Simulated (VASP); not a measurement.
Here is a VASP 6.6.1 calculation.

File INCAR:

```
SYSTEM = MnSi
PREC = Accurate
ENCUT = 520
EDIFF = 1E-6
ISMEAR = 0
SIGMA = 0.05
LREAL = .FALSE.
LASPH = .TRUE.
NELM = 80
ALGO = Normal
ISIF = 2
LWAVE = .FALSE.
LCHARG = .TRUE.
GGA = PE
LELF = .TRUE.
LVHAR = .TRUE.
NBANDS = 44
```

The input KPOINTS:

```
Automatic mesh
0
G
  8 8 8
  0 0 0
```

POSCAR

```
MnSi
1.0
    4.4365557746      0.0000000000      0.0000000000
    0.0000000000      4.4365557746      0.0000000000
    0.0000000000      0.0000000000      4.4365557746
Mn Si
4 4
Direct
    0.1383382988      0.1383382988      0.1383382988
    0.3616617012      0.8616617012      0.6383382988
    0.6383382988      0.3616617012      0.8616617012
    0.8616617012      0.6383382988      0.3616617012
    0.8460097459      0.8460097459      0.8460097459
    0.6539902541      0.1539902541      0.3460097459
    0.3460097459      0.6539902541      0.1539902541
    0.1539902541      0.3460097459      0.6539902541
```

Potentials or basis: VASP PAW PBE potentials, release 64 (Mn_pv, Si).

The run is started by

```console
$ cat potpaw_PBE.64/Mn_pv/POTCAR potpaw_PBE.64/Si/POTCAR > POTCAR
$ mpirun -np 1 vasp_std > vasp.out
```

What does it give for the pressure?

9.7 GPa.

What does it give for the band gap on the k mesh?

Zero (band 34 reaches 12.17 eV, above the bottom of band 35 at 11.65 eV).

Forces in eV/Å, atoms in the order of the input:
```
Mn   0.008  0.008  0.008
Mn  -0.008 -0.008  0.008
Mn   0.008 -0.008 -0.008
Mn  -0.008  0.008 -0.008
Si   0.000  0.000  0.000
Si   0.000  0.000  0.000
Si   0.000  0.000  0.000
Si   0.000  0.000  0.000
```

 Spin polarisation is off, so any magnetic state and its effect on volume and gap are missing.
